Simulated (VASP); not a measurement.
Crystal: C.

```
C
1.0
     1.24421   -2.15505    0.00000
     1.24421    2.15505    0.00000
     0.00000    0.00000    7.26766
C
4
Direct
  0.91662 0.08338 0.75314
  0.41662 0.58338 0.24686
  0.08338 0.91662 0.24686
  0.58338 0.41662 0.75314
```

Base run:

```yaml
Program: VASP 6.6.1
Functional: LDA
Potentials_or_basis: VASP PAW LDA potentials, release 64 (C)
Cutoff: 520 eV
k_mesh: 12 × 12 × 4
Occupations: fermi-dirac, width 0.05 eV
Spin: no spin polarisation
```

Its results: band gap on the k mesh 0.02 eV; pressure -12.6 GPa; largest force 0.023 eV/Å.

Task: The run is repeated on the same cell with these changes: functional from LDA to PBE; potentials or basis from VASP PAW LDA potentials, release 64 (C) to VASP PAW PBE potentials, release 64 (C). What comes out?

Result: Band gap on the k mesh 0.02 eV; pressure -5.7 GPa; largest force 0.023 eV/Å.

Caveats: this functional lacks dispersion, which binds the layers, so the pressure and a relaxed spacing across them are unreliable (some runs).

A k mesh can miss the band edges.
